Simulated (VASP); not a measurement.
# CuF (P4/mmm) in VASP: settings compared

CuF is run at these levels: PBEsol-based global hybrid with 25 % exact exchange, B3LYP; tasks: single point.

Program: VASP 6.6.1. These are calculated values, not measurements. Logs are shortened: lines on timing, memory, paths and dates and some standing lists are left out, and cuts for length are marked.

## Step 1: The cell of the first run

Symmetry: P4/mmm, No. 123, tetragonal system. The conventional cell has a = 2.471 Å, b = 2.471 Å, c = 3.417 Å, α = 90.00°, β = 90.00°, γ = 90.00°. Cu (site symmetry 4/mmm) has 8 F at 2.44 Å and 4 Cu at 2.47 Å within 3.2 Å. F (site symmetry 4/mmm) has 8 Cu at 2.44 Å and 4 F at 2.47 Å within 3.2 Å.

## Step 2: Single point, PBEsol-based global hybrid with 25 % exact exchange

Contents of POSCAR:

```
CuF
1.0
    2.4710065500      0.0000000000      0.0000000000
    0.0000000000      2.4710065500      0.0000000000
    0.0000000000      0.0000000000      3.4165013900
Cu F
1 1
Direct
    0.0000000000      0.0000000000      0.0000000000
    0.5000000000      0.5000000000      0.5000000000
```

Contents of INCAR.step1:

```
ALGO = Normal ; EDIFF = 1E-5
ENCUT = 520 ; GGA = PE
ISIF = 2 ; ISMEAR = -1
LASPH = T ; LREAL = F
LWAVE = T ; NBANDS = 16
NELM = 80 ; PREC = Accurate
SIGMA = 0.05
```

Contents of INCAR.step2:

```
AEXX = 0.25 ; ALGO = Normal
EDIFF = 1E-6 ; ENCUT = 520
GGA = PS ; ISIF = 2
ISMEAR = -1 ; ISTART = 1
LASPH = T ; LCHARG = T
LELF = T ; LHFCALC = T
LREAL = F ; LVHAR = T
LWAVE = F ; NBANDS = 16
NELM = 80 ; PREC = Accurate
PRECFOCK = Normal ; SIGMA = 0.05
```

Contents of KPOINTS:

```
k-points
0
Gamma
  6 6 4
```

Potentials or basis: VASP PAW PBE potentials, release 64 (Cu, F).

Run with:

```
cat potpaw_PBE.64/Cu/POTCAR potpaw_PBE.64/F/POTCAR > POTCAR
cp INCAR.step1 INCAR
mpirun -np 1 vasp_std > vasp.out
cp INCAR.step2 INCAR
mpirun -np 1 vasp_std > vasp.out
```

OUTCAR:

```text
AEXX = 0.25
   EDIFF = 1E-6
   ENCUT = 520
   GGA = PS
   ISIF = 2
   ISMEAR = -1
   ISTART = 1
   LASPH = T
   LHFCALC = T
   LREAL = F
   NELM = 80
   PREC = Accurate
   PRECFOCK = Normal

 ion  position               nearest neighbor table
   1  0.000  0.000  0.000-
   2  0.500  0.500  0.500-

  LATTYP: Found a simple tetragonal cell.
 ALAT       =     2.4710065500
 C/A-ratio  =     1.3826355054

  Lattice vectors:

 A1 = (   2.4710065500,   0.0000000000,   0.0000000000)
 A2 = (   0.0000000000,   2.4710065500,   0.0000000000)
 A3 = (   0.0000000000,   0.0000000000,   3.4165013900)

Analysis of symmetry for initial positions (statically):
=====================================================================
 Subroutine PRICEL returns:
 Original cell was already a primitive cell.

 Routine SETGRP: Setting up the symmetry group for a
 simple tetragonal supercell.

 Subroutine GETGRP returns: Found 16 space group operations
 (whereof 16 operations were pure point group operations)
 out of a pool of 16 trial point group operations.

The static configuration has the point symmetry D_4h.

Analysis of symmetry for dynamics (positions and initial velocities):
=====================================================================
 Subroutine PRICEL returns:
 Original cell was already a primitive cell.

 Routine SETGRP: Setting up the symmetry group for a
 simple tetragonal supercell.

 Subroutine GETGRP returns: Found 16 space group operations
 (whereof 16 operations were pure point group operations)
 out of a pool of 16 trial point group operations.

The dynamic configuration has the point symmetry D_4h.

 Subroutine INISYM returns: Found 16 space group operations
 (whereof 16 operations are pure point group operations),
 and found     1 'primitive' translations

----------------------------------------------------------------------------------------

                                     Primitive cell

  volume of cell :      20.8607

  direct lattice vectors                    reciprocal lattice vectors
     2.471006550  0.000000000  0.000000000     0.404693383  0.000000000  0.000000000
     0.000000000  2.471006550  0.000000000     0.000000000  0.404693383  0.000000000
     0.000000000  0.000000000  3.416501390     0.000000000  0.000000000  0.292697086

  length of vectors
     2.471006550  2.471006550  3.416501390     0.404693383  0.404693383  0.292697086

  position of ions in fractional coordinates (direct lattice)
     0.000000000  0.000000000  0.000000000
     0.500000000  0.500000000  0.500000000

  ion indices of the primitive-cell ions
   primitive index   ion index
                 1           1
                 2           2

----------------------------------------------------------------------------------------

 KPOINTS: k-points

Automatic generation of k-mesh.
 Grid dimensions read from file:
 generate k-points for:    6    6    4

 Generating k-lattice:

  Cartesian coordinates                     Fractional coordinates (reciprocal lattice)
     0.067448897  0.000000000  0.000000000     0.166666667  0.000000000  0.000000000
     0.000000000  0.067448897  0.000000000     0.000000000  0.166666667  0.000000000
     0.000000000  0.000000000  0.073174271     0.000000000  0.000000000  0.250000000

  Length of vectors
     0.067448897  0.067448897  0.073174271

  Shift w.r.t. Gamma in fractional coordinates (k-lattice)
     0.000000000  0.000000000  0.000000000

 Subroutine IBZKPT returns following result:
 ===========================================

 Found     30 irreducible k-points:

 Following reciprocal coordinates:
            Coordinates               Weight
  0.000000  0.000000  0.000000      1.000000
  0.166667  0.000000  0.000000      4.000000
  0.333333  0.000000  0.000000      4.000000
  0.500000  0.000000  0.000000      2.000000
  0.166667  0.166667  0.000000      4.000000
  0.333333  0.166667  0.000000      8.000000
[... 16 lines left out ...]
  0.333333  0.000000  0.500000      4.000000
  0.500000  0.000000  0.500000      2.000000
 [... further k-points ...]
   k-points           NKPTS =     30   k-points in BZ     NKDIM =    144   number of bands    NBANDS=     16
   number of dos      NEDOS =    301   number of ions     NIONS =      2
   total plane-waves  NPLWV =   9072
   dimension x,y,z NGX =    18 NGY =   18 NGZ =   28
   dimension x,y,z NGXF=    36 NGYF=   36 NGZF=   56
   ions per type =               1   1
   NGX,Y,Z   is equivalent  to a cutoff of  12.11, 12.11, 13.62 a.u.
   NGXF,Y,Z  is equivalent  to a cutoff of  24.22, 24.22, 27.25 a.u.
 SYSTEM =  unknown system
   PREC   = accura    normal or accurate (medium, high low for compatibility)
   ISTART =      1    job   : 0-new  1-cont  2-samecut
   ICHARG =      0    charge: 1-file 2-atom 10-const
   ISPIN  =      1    spin polarized calculation?
   LNONCOLLINEAR =      F non collinear calculations
   LSORBIT =      F    spin-orbit coupling
   LASPH  =      T    aspherical Exc in radial PAW
   ENCUT  =  520.0 eV  38.22 Ry    6.18 a.u.   4.59  4.59  6.35*2*pi/ulx,y,z
   NELM   =     80;   NELMIN=  2; NELMDL=  0     # of ELM steps
   EDIFF  = 0.1E-05   stopping-criterion for ELM
   LREAL  =      F    real-space projection
   EDIFFG = 0.1E-04   stopping-criterion for IOM
   NSW    =      0    number of steps for IOM
   IBRION =     -1    ionic relax: 0-MD 1-quasi-New 2-CG
   NFREE  =      0    steps in history (QN), initial steepest desc. (CG)
   ISIF   =      2    stress and relaxation
   ISYM   =      3    0-nonsym 1-usesym 2-fastsym
   POTIM  = 0.5000    time-step for ionic-motion
   TEBEG  =    0.0;   TEEND  =   0.0 temperature during run
   PSTRESS=    0.0 pullay stress
   NELECT =      18.0000    total number of electrons
   NUPDOWN=      -1.0000    fix difference up-down
   EMIN   =  10.00;   EMAX   =-10.00  energy-range for DOS
   EFERMI =   0.00;   METHOD = LEGACY
   ISMEAR =    -1;   SIGMA  =   0.05  broadening in eV -4-tet -1-fermi 0-gaus
   EFERMI_NEDOS =   21; number of points for ismear=-14 and -15
   IALGO  =     38    algorithm
   IMIX   =      1    mixing-type and parameters
     AMIX     =   0.40;   BMIX     =  1.00
     AMIX_MAG =   1.60;   BMIX_MAG =  1.00
  volume/ion in A,a.u.               =      10.43        70.39
  Fermi-wavevector in a.u.,A,eV,Ry     =   1.558556  2.945245 33.049887  2.429098
  Thomas-Fermi vector in A             =   2.662044
   LORBIT       =      0    0 simple, 1 ext, 2 COOP (PROOUT), +10 PAW based schemes
   GGA     = PS    functional components
   LHFCALC =     T    Hartree Fock is set to
   PRECFOCK=normal    Normal, Fast or Accurate (Low or Medium for compatibility)
   ENCUT4O =  -1.0   cutoff for four orbital integrals eV
   NKREDX  =     1    reduce k-point grid by
   NKREDY  =     1    reduce k-point grid by
   NKREDZ  =     1    reduce k-point grid by
   AEXX    =    0.2500 exact exchange contribution
   HFSCREEN=    0.0000 screening length (either q_TF or 0.3 A-1)
   HFSCREENC=   0.0000 screening length for correlation (either q_TF or 0.3 A-1)
   ENCUTFOCK=  -1.0 apply spherical cutoff to Coloumb kernel
   IVDW    =     0    specifies the selected vdW correction
   LEPSILON=     F    determine dielectric tensor
   LRPA    =     F    only Hartree local field effects (RPA)
 non-spin polarized calculation
  energy-cutoff  :      520.00
  volume of cell :       20.86
 maximum number of plane-waves:       580
  NGX = 14; NGY = 14; NGZ = 20

 number of electron      17.9999967 magnetization

 Free energy of the ion-electron system (eV)
  ---------------------------------------------------
  ext. energy  EPLUGINS =         0.00000000
  ---------------------------------------------------
  free energy    TOTEN  =        -9.45414834 eV

  energy without entropy =       -9.45414792  energy(sigma->0) =       -9.45414813

 E-fermi :   3.2041     XC(G=0):  -9.3878

 val. band max:        2.6094647823   @ k =   0.5000   0.5000   0.5000
 cond. band min:       3.7344630054   @ k =   0.0000   0.0000   0.0000
 fundamental gap:      1.1249982231
 Fermi energy:         3.2041126948

 k-point     1 :       0.0000    0.0000    0.0000
  band No.  band energies     occupation
      1     -22.5841      2.00000
      2      -2.7922      2.00000
      3      -0.9709      2.00000
      4      -0.4516      2.00000
      5      -0.3273      2.00000
      6      -0.3273      2.00000
[... 8 lines left out ...]
     15      26.3777      0.00000
     16      34.3655      0.00000

 k-point     2 :       0.1667    0.0000    0.0000
  band No.  band energies     occupation
      1     -22.4064      2.00000
      2      -2.7953      2.00000
      3      -1.9281      2.00000
      4      -0.4405      2.00000
      5      -0.3207      2.00000
      6       0.0487      2.00000
[... 8 lines left out ...]
     15      28.7224      0.00000
     16      30.7360      0.00000

 k-point     3 :       0.3333    0.0000    0.0000
  band No.  band energies     occupation
      1     -22.0273      2.00000
      2      -3.8972      2.00000
      3      -2.8234      2.00000
      4      -0.3338      2.00000
      5      -0.1308      2.00000
      6       1.5317      2.00000
[... 8 lines left out ...]
     15      28.2140      0.00000
     16      28.4377      0.00000

 k-point     4 :       0.5000    0.0000    0.0000
  band No.  band energies     occupation
      1     -21.8239      2.00000
      2      -4.7272      2.00000
      3      -2.8485      2.00000
      4      -0.3567      2.00000
      5      -0.0140      2.00000
      6       1.5321      2.00000
[... 8 lines left out ...]
     15      27.5544      0.00000
     16      29.1355      0.00000
[... 324 lines left out ...]
 k-point    22 :       0.1667    0.0000    0.5000
  band No.  band energies     occupation
      1     -22.2916      2.00000
      2      -4.9675      2.00000
      3      -1.5788      2.00000
      4      -0.5511      2.00000
      5      -0.2254      2.00000
      6       0.7624      2.00000
[... 8 lines left out ...]
     15      27.2424      0.00000
     16      30.0025      0.00000

 k-point    23 :       0.3333    0.0000    0.5000
  band No.  band energies     occupation
      1     -21.9581      2.00000
      2      -3.8268      2.00000
      3      -3.2207      2.00000
      4      -0.1897      2.00000
      5      -0.1271      2.00000
      6       0.7749      2.00000
[... 8 lines left out ...]
     15      29.3503      0.00000
     16      30.7267      0.00000

 k-point    24 :       0.5000    0.0000    0.5000
  band No.  band energies     occupation
      1     -21.7801      2.00000
      2      -3.9781      2.00000
      3      -3.1118      2.00000
      4      -0.2290      2.00000
      5       0.0345      2.00000
      6       0.5152      2.00000
[... 8 lines left out ...]
     15      32.6588      0.00000
     16      32.9823      0.00000

 [... further k-points ...]
[... 5 lines left out ...]
  --------------------------------------------------------------------------------------
  -------------------------------------------------------------------------------------
  Total        0.7722460      0.7722460     -3.5005513      0.0000000      0.0000000      0.0000000
  in kB       59.3112179     59.3112179   -268.8547023      0.0000000      0.0000000      0.0000000
  external PRESSURE =     -50.0774222 kB  Pullay stress =       0.0000000 kB

 VOLUME and BASIS-vectors are now :
 -----------------------------------------------------------------------------
  energy-cutoff  :      520.00
  volume of cell :       20.86
      direct lattice vectors                 reciprocal lattice vectors
     2.471006550  0.000000000  0.000000000     0.404693383  0.000000000  0.000000000
     0.000000000  2.471006550  0.000000000     0.000000000  0.404693383  0.000000000
     0.000000000  0.000000000  3.416501390     0.000000000  0.000000000  0.292697086

 POSITION                                       TOTAL-FORCE (eV/Angst)
 -----------------------------------------------------------------------------------
      0.00000      0.00000      0.00000         0.000000      0.000000      0.000000
      1.23550      1.23550      1.70825         0.000000      0.000000      0.000000
 -----------------------------------------------------------------------------------
    total drift:                               -0.000000      0.000000      0.000000

  FREE ENERGIE OF THE ION-ELECTRON SYSTEM (eV)
  ---------------------------------------------------
  free  energy   TOTEN  =        -9.4541483399 eV

  energy  without entropy=       -9.4541479167  energy(sigma->0) =       -9.45414813
```

Wall time 31 min (1 thread of Oxide Virtual Turin-like, shared host); peak memory 0.11 GiB.

Results:

```
Free energy            : -9.4541 eV
Pressure               : -5.0 GPa
Band gap on the k mesh : 1.12 eV (least direct gap 1.92 eV)
```

Levels at points of the mesh, in eV from the valence-band top:
```csv
k point,band 6,band 7,band 8,band 9,band 10,band 11,band 12,band 13
"(0.00, 0.00, 0.00)",-2.94,-1.11,-1.11,-0.80,1.12,14.94,16.53,22.46
"(0.50, 0.00, 0.00)",-1.08,-1.01,-0.72,-0.29,5.53,8.98,14.29,21.79
"(0.50, 0.50, 0.00)",-2.05,-2.05,-1.14,-0.01,11.33,11.57,11.57,16.71
"(0.00, 0.00, 0.50)",-2.10,-0.80,-0.62,-0.62,5.53,8.16,22.66,22.66
"(0.50, 0.00, 0.50)",-2.09,-1.53,-1.06,-0.69,7.34,8.71,14.06,19.15
"(0.50, 0.50, 0.50)",-0.99,-0.99,-0.68,0.00,9.71,9.71,12.11,16.09
```

Caveat: the k points lie up to 0.46 Å⁻¹ apart; the PAW data sets were made with another functional, which shifts forces and pressure a little.

## Step 3: Single point, B3LYP

POSCAR is that of step 2.

Contents of INCAR.step1:

```
SYSTEM = CuF
PREC = Accurate
ENCUT = 520
EDIFF = 1E-5
ISMEAR = -1
SIGMA = 0.05
LREAL = .False.
LASPH = .True.
NELM = 80
ALGO = Normal
ISIF = 2
LWAVE = .True.
LCHARG = .False.
NBANDS = 16
GGA = PE
```

Contents of INCAR.step2:

```
SYSTEM = CuF
PREC = Accurate
ENCUT = 520
EDIFF = 1E-6
ISMEAR = -1
SIGMA = 0.05
LREAL = .False.
LASPH = .True.
NELM = 80
ALGO = Normal
ISIF = 2
LWAVE = .False.
LCHARG = .False.
GGA = B3
LHFCALC = .True.
AEXX = 0.2
AGGAX = 0.72
AGGAC = 0.81
ALDAC = 0.19
PRECFOCK = Normal
NBANDS = 16
ISTART = 1
```

Contents of KPOINTS:

```
Automatic mesh
0
Gamma
  6 6 4
  0 0 0
```

Potentials or basis: VASP PAW PBE potentials, release 64 (Cu, F).

Run with:

```
cat potpaw_PBE.64/Cu/POTCAR potpaw_PBE.64/F/POTCAR > POTCAR
cp INCAR.step1 INCAR
mpirun -np 1 vasp_std > vasp.out
cp INCAR.step2 INCAR
mpirun -np 1 vasp_std > vasp.out
```

It took 30 min on 1 thread of Oxide Virtual Turin-like, shared host; peak memory 0.11 GiB.

Results (log left out):

* Free energy: -8.0813 eV
* Pressure: 5.0 GPa
* Band gap on the k mesh: 0.82 eV (least direct gap 1.58 eV)

Stress tensor (GPa, compression positive):
```
 15.85   0.00   0.00
  0.00  15.85   0.00
  0.00   0.00 -16.62
```

Levels at points of the mesh, in eV from the valence-band top:
```
           k point  band 5  band 6  band 7  band 8  band 9  band 10  band 11  band 12  band 13  band 14
(0.00, 0.00, 0.00)   -2.90   -2.90   -1.06   -1.06   -0.76     0.82    14.46    16.46    22.24    23.17
(0.50, 0.00, 0.00)   -2.56   -1.05   -0.95   -0.71   -0.29     5.35     8.40    13.91    21.67    22.82
(0.50, 0.50, 0.00)   -2.94   -1.96   -1.96   -1.11   -0.01    10.93    11.11    11.11    16.64    20.78
(0.00, 0.00, 0.50)   -2.95   -2.05   -0.76   -0.59   -0.59     5.00     7.97    22.10    22.10    23.07
(0.50, 0.00, 0.50)   -2.55   -2.00   -1.48   -1.00   -0.68     6.83     8.35    13.70    18.92    28.69
(0.50, 0.50, 0.50)   -1.17   -0.95   -0.95   -0.67    0.00     9.34     9.34    11.93    15.28    18.72
```

Caveat: the k points lie up to 0.46 Å⁻¹ apart; the PAW data sets were made with another functional, which shifts forces and pressure a little.
